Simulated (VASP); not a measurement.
Here is a VASP 6.6.1 calculation.

INCAR

```
SYSTEM = Co
PREC = Accurate
ENCUT = 520
EDIFF = 1E-6
ISMEAR = -1
SIGMA = 0.05
LREAL = .False.
LASPH = .True.
NELM = 150
ALGO = Normal
ISIF = 2
LWAVE = .False.
LCHARG = .False.
ISPIN = 2
MAGMOM = 3 3
LORBIT = 11
LMAXMIX = 4
GGA = PE
ISYM = 0
NBANDS = 20
```

File KPOINTS:

```
Automatic mesh
0
Gamma
  12 7 10
  0 0 0
```

File POSCAR:

```
Co
1.0
    0.0000000000     -1.7885000000     -1.7885000000
   -3.5770000000     -1.7885000000     -1.7885000000
    0.0000000000      1.7885000000     -1.7885000000
Co
2
Direct
    0.0000000000      0.0000000000      0.0000000000
    0.0000000000      0.5000000000      0.5000000000
```

Potentials or basis: VASP PAW PBE potentials, release 64 (Co).

Launch:

```console
$ cat potpaw_PBE.64/Co/POTCAR > POTCAR
$ mpirun -np 1 vasp_std > vasp.out
```

Predict the site moments.

Co +1.72 μB.

Estimate the pressure.

-9.1 GPa.

Stress tensor (GPa, compression positive):
```
-9.44 -0.16 -0.16
-0.16 -8.97  0.07
-0.16  0.07 -8.97
```
